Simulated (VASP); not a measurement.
# Si2W (P6_222) in VASP: single point with PBEsol+U

Aim: the single point of Si2W with PBEsol+U.

All numbers are computed with VASP 6.6.1; they aren't measurements. Logs are shortened: lines on timing, memory, paths and dates and some standing lists are left out, and cuts for length are marked.

**1. The cell of the first run**

The structure is hexagonal, space group P6_222 (No. 180). Conventional cell: a = 4.617 Å, b = 4.617 Å, c = 6.653 Å, α = 90.00°, β = 90.00°, γ = 120.00°. Within 3.4 Å of W (site symmetry 222) lie 10 Si at 2.59 to 2.69 Å and 4 W at 3.20 Å. Within 3.4 Å of Si (site symmetry 2) lie 9 Si at 2.57 to 3.23 Å and 5 W at 2.59 to 2.69 Å.

**2. Single point, PBEsol+U**

POSCAR reads:

```
Si2W
1.0
    4.6168523821      0.0000000000      0.0000000000
   -2.3084261911      3.9983114484      0.0000000000
    0.0000000000      0.0000000000      6.6532220000
W Si
3 6
Direct
    0.5000000000      0.0000000000      0.5000000000
    0.5000000000      0.5000000000      0.8333333333
    0.0000000000      0.5000000000      0.1666666667
    0.3272520000      0.1636260000      0.1666666667
    0.8363740000      0.1636260000      0.8333333333
    0.1636260000      0.3272520000      0.5000000000
    0.6727480000      0.8363740000      0.1666666667
    0.1636260000      0.8363740000      0.8333333333
    0.8363740000      0.6727480000      0.5000000000
```

INCAR.step1 reads:

```
SYSTEM = Si2W
PREC = Accurate ; ENCUT = 520
EDIFF = 1E-6 ; ISMEAR = -1
SIGMA = 0.05 ; LREAL = .FALSE.
LASPH = .TRUE. ; NELM = 150
ALGO = Normal ; ISIF = 2
LWAVE = .FALSE. ; LCHARG = .TRUE.
LMAXMIX = 4 ; LDAU = .TRUE.
LDAUTYPE = 2 ; LDAUL = 2 -1
LDAUU = 2 0 ; LDAUJ = 0 0
LDAUPRINT = 1 ; GGA = PS
NBANDS = 43
```

KPOINTS.step1 reads:

```
Automatic mesh
0
G
  7 7 4
  0 0 0
```

INCAR.step2 reads:

```
SYSTEM = Si2W
PREC = Accurate ; ENCUT = 520
EDIFF = 1E-6 ; ISMEAR = -5
SIGMA = 0.05 ; LREAL = .FALSE.
LASPH = .TRUE. ; NELM = 150
ALGO = Normal ; ISIF = 2
LWAVE = .FALSE. ; LCHARG = .FALSE.
LMAXMIX = 4 ; LDAU = .TRUE.
LDAUTYPE = 2 ; LDAUL = 2 -1
LDAUU = 2 0 ; LDAUJ = 0 0
LDAUPRINT = 1 ; GGA = PS
LORBIT = 10 ; NEDOS = 1001
ICHARG = 11
```

KPOINTS.step2 reads:

```
Automatic mesh
0
G
  11 11 6
  0 0 0
```

Potentials or basis: VASP PAW PBE potentials, release 64 (W_sv, Si).

The run is started by

```sh
$ cat potpaw_PBE.64/W_sv/POTCAR potpaw_PBE.64/Si/POTCAR > POTCAR
$ cp INCAR.step1 INCAR
$ cp KPOINTS.step1 KPOINTS
$ mpirun -np 1 vasp_std > vasp.out
$ cp INCAR.step2 INCAR
$ cp KPOINTS.step2 KPOINTS
$ mpirun -np 1 vasp_std > vasp.out
```

OUTCAR:

```text
SYSTEM = Si2W
   PREC = Accurate
   ENCUT = 520
   EDIFF = 1E-6
   ISMEAR = -5
   LREAL = .FALSE.
   LASPH = .TRUE.
   NELM = 150
   ISIF = 2
   GGA = PS
   LORBIT = 10
   ICHARG = 11

 ion  position               nearest neighbor table
   1  0.500  0.000  0.500-   5 2.59   8 2.59   7 2.59   4 2.59   6 2.65   9 2.65   9 2.65   6 2.65
                             6 2.69   9 2.69   3 3.20   3 3.20   2 3.20   2 3.20
   2  0.500  0.500  0.833-   6 2.59   9 2.59   7 2.59   4 2.59   8 2.65   5 2.65   8 2.65   5 2.65
                             8 2.69   5 2.69   1 3.20   1 3.20   3 3.20   3 3.20
   3  0.000  0.500  0.167-   6 2.59   9 2.59   8 2.59   5 2.59   4 2.65   7 2.65   7 2.65   4 2.65
                             7 2.69   4 2.69   1 3.20   1 3.20   2 3.20   2 3.20
   4  0.327  0.164  0.167-   6 2.57   8 2.57   1 2.59   2 2.59   7 2.62   3 2.65   3 2.65   3 2.69
                             7 2.69   7 2.69
   5  0.836  0.164  0.833-   6 2.57   7 2.57   1 2.59   3 2.59   8 2.62   2 2.65   2 2.65   2 2.69
                             8 2.69   8 2.69
   6  0.164  0.327  0.500-   5 2.57   4 2.57   2 2.59   3 2.59   9 2.62   1 2.65   1 2.65   1 2.69
                             9 2.69   9 2.69
   7  0.673  0.836  0.167-   9 2.57   5 2.57   1 2.59   2 2.59   4 2.62   3 2.65   3 2.65   3 2.69
                             4 2.69   4 2.69
   8  0.164  0.836  0.833-   9 2.57   4 2.57   1 2.59   3 2.59   5 2.62   2 2.65   2 2.65   2 2.69
                             5 2.69   5 2.69
   9  0.836  0.673  0.500-   8 2.57   7 2.57   2 2.59   3 2.59   6 2.62   1 2.65   1 2.65   1 2.69
                             6 2.69   6 2.69

  LATTYP: Found a hexagonal cell.
 ALAT       =     4.6168523821
 C/A-ratio  =     1.4410731488

  Lattice vectors:

 A1 = (   4.6168523821,   0.0000000000,   0.0000000000)
 A2 = (  -2.3084261911,   3.9983114484,   0.0000000000)
 A3 = (   0.0000000000,   0.0000000000,   6.6532220000)

Analysis of symmetry for initial positions (statically):
=====================================================================
 Subroutine PRICEL returns:
 Original cell was already a primitive cell.

 Routine SETGRP: Setting up the symmetry group for a
 hexagonal supercell.

 Subroutine GETGRP returns: Found 12 space group operations
 (whereof  4 operations were pure point group operations)
 out of a pool of 24 trial point group operations.

The static configuration has the point symmetry D_2 .
 The point group associated with its full space group is D_6 .

Analysis of symmetry for dynamics (positions and initial velocities):
=====================================================================
 Subroutine PRICEL returns:
 Original cell was already a primitive cell.

 Routine SETGRP: Setting up the symmetry group for a
 hexagonal supercell.

 Subroutine GETGRP returns: Found 12 space group operations
 (whereof  4 operations were pure point group operations)
 out of a pool of 24 trial point group operations.

The dynamic configuration has the point symmetry D_2 .
 The point group associated with its full space group is D_6 .

 Subroutine INISYM returns: Found 12 space group operations
 (whereof  4 operations are pure point group operations),
 and found     1 'primitive' translations

----------------------------------------------------------------------------------------

                                     Primitive cell

  volume of cell :     122.8159

  direct lattice vectors                    reciprocal lattice vectors
     4.616852382  0.000000000  0.000000000     0.216597785  0.125052790  0.000000000
    -2.308426191  3.998311448  0.000000000     0.000000000  0.250105579  0.000000000
     0.000000000  0.000000000  6.653222000     0.000000000  0.000000000  0.150303116

  length of vectors
[... 86 lines left out ...]
   NGX,Y,Z   is equivalent  to a cutoff of  12.96, 12.96, 12.49 a.u.
   NGXF,Y,Z  is equivalent  to a cutoff of  25.93, 25.93, 24.99 a.u.
 SYSTEM =  Si2W
   PREC   = accura    normal or accurate (medium, high low for compatibility)
   ISTART =      0    job   : 0-new  1-cont  2-samecut
   ICHARG =     11    charge: 1-file 2-atom 10-const
   ISPIN  =      1    spin polarized calculation?
   LNONCOLLINEAR =      F non collinear calculations
   LSORBIT =      F    spin-orbit coupling
   LASPH  =      T    aspherical Exc in radial PAW
   ENCUT  =  520.0 eV  38.22 Ry    6.18 a.u.   8.58  8.58 12.37*2*pi/ulx,y,z
   NELM   =    150;   NELMIN=  2; NELMDL=  0     # of ELM steps
   EDIFF  = 0.1E-05   stopping-criterion for ELM
   LREAL  =      F    real-space projection
[... 7 lines left out ...]
   TEBEG  =    0.0;   TEEND  =   0.0 temperature during run
   PSTRESS=    0.0 pullay stress
   NELECT =      66.0000    total number of electrons
   NUPDOWN=      -1.0000    fix difference up-down
   EMIN   =  10.00;   EMAX   =-10.00  energy-range for DOS
   EFERMI =   0.00;   METHOD = LEGACY
   ISMEAR =    -5;   SIGMA  =   0.05  broadening in eV -4-tet -1-fermi 0-gaus
   EFERMI_NEDOS =   21; number of points for ismear=-14 and -15
   IALGO  =     38    algorithm
   IMIX   =      4    mixing-type and parameters
     AMIX     =   0.40;   BMIX     =  1.00
     AMIX_MAG =   1.60;   BMIX_MAG =  1.00
  volume/ion in A,a.u.               =      13.65        92.09
  Fermi-wavevector in a.u.,A,eV,Ry     =   1.330979  2.515186 24.102797  1.771506
  Thomas-Fermi vector in A             =   2.460025
   LORBIT       =     10    0 simple, 1 ext, 2 COOP (PROOUT), +10 PAW based schemes
 LDA+U is selected, type is set to LDAUTYPE =  2
   angular momentum for each species LDAUL =     2   -1
   U (eV)           for each species LDAUU =   2.0  0.0
   J (eV)           for each species LDAUJ =   0.0  0.0
   GGA     = PS    functional components
   LHFCALC =     F    Hartree Fock is set to
   AEXX    =    0.0000 exact exchange contribution
   IVDW    =     0    specifies the selected vdW correction
   LEPSILON=     F    determine dielectric tensor
   LRPA    =     F    only Hartree local field effects (RPA)
 non-spin polarized calculation
 Fermi weights with tetrahedron method with Bloechl corrections
  energy-cutoff  :      520.00
  volume of cell :      122.82
 maximum number of plane-waves:      3343
 NGX is ok and might be reduce to    36

atom =   1  type =  1  l = 2

 onsite density matrix

spin component  1
[... 83 lines left out ...]
  o =  0.2877  v =  0.0000  0.5000  0.0000  0.8660  0.0000  0.0000  0.0000  0.0000  0.0000  0.0000      0.0000  0.0000  0.0000  0.0000  0.0000  0.0000  0.0000  0.0000  0.0000  0.0000
  o =  0.2877  v =  0.0000  0.0000  0.0000  0.0000  0.0000  0.0000  0.5000  0.0000  0.8660  0.0000      0.0000  0.0000  0.0000  0.0000  0.0000  0.0000  0.0000  0.0000  0.0000  0.0000
  o =  0.3324  v =  0.7695  0.0000  0.4587 -0.0000  0.4443  0.0000  0.0000  0.0000  0.0000  0.0000      0.0000  0.0000  0.0000  0.0000  0.0000  0.0000  0.0000  0.0000  0.0000  0.0000
  o =  0.3324  v =  0.0000  0.0000  0.0000  0.0000  0.0000  0.7695  0.0000  0.4587 -0.0000  0.4443      0.0000  0.0000  0.0000  0.0000  0.0000  0.0000  0.0000  0.0000  0.0000  0.0000
  o =  0.3751  v =  0.0000  0.0000  0.0000  0.0000  0.0000  0.5000 -0.0000 -0.0000  0.0000 -0.8660      0.0000  0.0000  0.0000  0.0000  0.0000  0.0000  0.0000  0.0000  0.0000  0.0000
  o =  0.3751  v =  0.5000 -0.0000 -0.0000  0.0000 -0.8660  0.0000  0.0000  0.0000  0.0000  0.0000      0.0000  0.0000  0.0000  0.0000  0.0000  0.0000  0.0000  0.0000  0.0000  0.0000
  o =  0.3838  v =  0.0000  0.0000  0.0000  0.0000  0.0000 -0.0000 -0.8660 -0.0000  0.5000  0.0000      0.0000  0.0000  0.0000  0.0000  0.0000  0.0000  0.0000  0.0000  0.0000  0.0000
  o =  0.3838  v = -0.0000 -0.8660 -0.0000  0.5000  0.0000  0.0000  0.0000  0.0000  0.0000  0.0000      0.0000  0.0000  0.0000  0.0000  0.0000  0.0000  0.0000  0.0000  0.0000  0.0000
  o =  0.4373  v =  0.3973  0.0000 -0.8886 -0.0000  0.2294  0.0000  0.0000  0.0000  0.0000  0.0000      0.0000  0.0000  0.0000  0.0000  0.0000  0.0000  0.0000  0.0000  0.0000  0.0000
  o =  0.4373  v =  0.0000  0.0000  0.0000  0.0000  0.0000  0.3973  0.0000 -0.8886 -0.0000  0.2294      0.0000  0.0000  0.0000  0.0000  0.0000  0.0000  0.0000  0.0000  0.0000  0.0000

 number of electron      66.0000007 magnetization

 Free energy of the ion-electron system (eV)
  ---------------------------------------------------
  ext. energy  EPLUGINS =         0.00000000
  ---------------------------------------------------
  free energy    TOTEN  =       -72.37658722 eV

  energy without entropy =      -72.37658722  energy(sigma->0) =      -72.37658722

 E-fermi :  12.2847     XC(G=0): -12.5496

 val. band max:       12.2638748958   @ k =   0.4545   0.0000   0.5000
 cond. band min:      12.4626768922   @ k =   0.4545   0.0000   0.0000
 fundamental gap:      0.1988019964
 Fermi energy:        12.2846620410

 k-point     1 :       0.0000    0.0000    0.0000
  band No.  band energies     occupation
      1     -62.2069      2.00000
      2     -62.1951      2.00000
      3     -62.1950      2.00000
      4     -26.5593      2.00000
      5     -26.5513      2.00000
      6     -26.5511      2.00000
[... 997 lines left out ...]
     38      14.1818      0.00000
     39      14.5419      0.00000

 [... further k-points ...]
[... 5 lines left out ...]
  --------------------------------------------------------------------------------------
  -------------------------------------------------------------------------------------
  Total       -2.7530761     -2.7530761     -2.8309220      0.0000000     -0.0000000      0.0000000
  in kB      -35.9148593    -35.9148593    -36.9303873      0.0000000     -0.0000000      0.0000000
  external PRESSURE =     -36.2533686 kB  Pullay stress =       0.0000000 kB

 VOLUME and BASIS-vectors are now :
 -----------------------------------------------------------------------------
  energy-cutoff  :      520.00
  volume of cell :      122.82
      direct lattice vectors                 reciprocal lattice vectors
     4.616852382  0.000000000  0.000000000     0.216597785  0.125052790  0.000000000
    -2.308426191  3.998311448  0.000000000     0.000000000  0.250105579  0.000000000
     0.000000000  0.000000000  6.653222000     0.000000000  0.000000000  0.150303116

 POSITION                                       TOTAL-FORCE (eV/Angst)
 -----------------------------------------------------------------------------------
      2.30843      0.00000      3.32661        -0.000000      0.000000     -0.000000
      1.15421      1.99916      5.54435        -0.000000     -0.000000      0.000000
     -1.15421      1.99916      1.10887        -0.000000     -0.000000     -0.000000
      1.13316      0.65423      1.10887        -0.000574     -0.000332      0.000000
      3.48370      0.65423      5.54435         0.000574     -0.000332     -0.000000
     -0.00000      1.30846      3.32661         0.000000     -0.000663     -0.000000
      1.17527      3.34408      1.10887         0.000574      0.000332     -0.000000
     -1.17527      3.34408      5.54435        -0.000574      0.000332      0.000000
      2.30843      2.68986      3.32661        -0.000000      0.000663     -0.000000
 -----------------------------------------------------------------------------------
    total drift:                               -0.000000     -0.000000      0.000000

  FREE ENERGIE OF THE ION-ELECTRON SYSTEM (eV)
  ---------------------------------------------------
  free  energy   TOTEN  =       -72.3765872202 eV

  energy  without entropy=      -72.3765872202  energy(sigma->0) =      -72.37658722

 total charge

# of ion       s       p       d       tot
------------------------------------------
    1        2.303   6.294   3.573  12.170
    2        2.303   6.294   3.573  12.170
    3        2.303   6.294   3.573  12.170
    4        0.736   0.879   0.000   1.614
    5        0.736   0.879   0.000   1.614
    6        0.736   0.879   0.000   1.614
    7        0.736   0.879   0.000   1.614
    8        0.736   0.879   0.000   1.614
    9        0.736   0.879   0.000   1.614
--------------------------------------------------
tot         11.323  24.153  10.720  46.196
```

Wall time 3.7 min (1 thread of AMD EPYC 7R13 (Zen 3), shared host); peak memory 0.36 GiB.

What came out:

```
Valence electrons inside the program's atomic spheres : W 12.17; Si 1.61
```

Eigenvalues of the final occupation matrices:
```
    site  spin  trace               eigenvalues
site 1 d     1   1.82  0.29 0.33 0.38 0.38 0.44
site 1 d     2   1.82  0.29 0.33 0.38 0.38 0.44
site 2 d     1   1.82  0.29 0.33 0.38 0.38 0.44
site 2 d     2   1.82  0.29 0.33 0.38 0.38 0.44
site 3 d     1   1.82  0.29 0.33 0.38 0.38 0.44
site 3 d     2   1.82  0.29 0.33 0.38 0.38 0.44
```

Caveat: the PAW data sets were made with another functional, which shifts forces and pressure a little; spin-orbit coupling is left out, which moves the levels of the heavy elements; the U is typed as a test and isn't derived for this compound.
